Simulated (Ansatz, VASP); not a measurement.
# BiTe: VASP beside Ansatz

INCAR

```
PREC     = Accurate       # precision mode
ENCUT    = 520            # plane-wave cutoff, eV
EDIFF    = 1E-6           # SCF threshold, eV
ISMEAR   = 0              # smearing method
SIGMA    = 0.15           # smearing width, eV
LREAL    = False          # projectors in reciprocal space
LASPH    = True           # aspherical terms in the spheres
NELM     = 80             # most SCF steps
ALGO     = Normal         # electronic algorithm
ISIF     = 2              # what is computed and relaxed
LWAVE    = False          # write WAVECAR
LCHARG   = True           # write CHGCAR
GGA      = PE             # functional
LELF     = True           # ELF
LVHAR    = True         
NBANDS   = 18             # bands
```

Contents of KPOINTS:

```
regular mesh
0
Gamma
  12 12 12
```

Contents of POSCAR:

```
BiTe
1.0
    2.3621400785      1.3637822102      3.4002242534
   -2.3621400785      1.3637822102      3.4002242534
    0.0000000000     -2.7275644204      3.4002242534
Bi Te
1 1
Direct
    0.5000000000      0.5000000000      0.5000000000
    0.0000000000      0.0000000000      0.0000000000
```

Input for Ansatz:

```yaml
crystal:
  lattice:
    - [2.3621400785, 1.3637822102, 3.4002242534]
    - [-2.3621400785, 1.3637822102, 3.4002242534]
    - [0.0, -2.7275644204, 3.4002242534]
  atoms:
    - { symbol: Bi, position: [0.5, 0.5, 0.5] }
    - { symbol: Te, position: [0.0, 0.0, 0.0] }
basis:
  ecutwfc: 420
kpoints:
  mp_grid: { grid: [12, 12, 12] }
hamiltonian:
  xc: pbe
scf:
  occupations: { method: gaussian, width: 0.15 }
output:
  forces: true
  stress: true
  eigenvalues: true
```

Change from the starting cell: strain -0.025 along x and y, +0.025 along z, atoms carried along.

Alike in both runs: task single point; functional PBE; k mesh 12 × 12 × 12; occupations gaussian, width 0.15 eV; no spin polarisation.

|  | VASP | Ansatz |
| --- | --- | --- |
| version | VASP 6.6.1 | Ansatz 0.2.0 |
| potentials or method | VASP PAW PBE potentials, release 64 (Bi_d, Te), cutoff 520 eV | scalar-relativistic, plane waves, PAW |
| valence electrons in the cell | 21 | 31 |

```csv
,VASP,Ansatz,Ansatz less VASP
gap on the k mesh at the Fermi level (eV),none,none,-
pressure (GPa),1.7,1.8,+0.08
"traceless stress, the component that is largest in VASP (GPa)",-0.50,-0.51,-0.001
```

A gap of «none» marks a metal or a gap that the smearing closes. VASP's potentials hold 21 valence electrons a cell and Ansatz's 31, so a difference there can come from the potentials and not from the codes.

Neither program's run includes spin-orbit coupling.
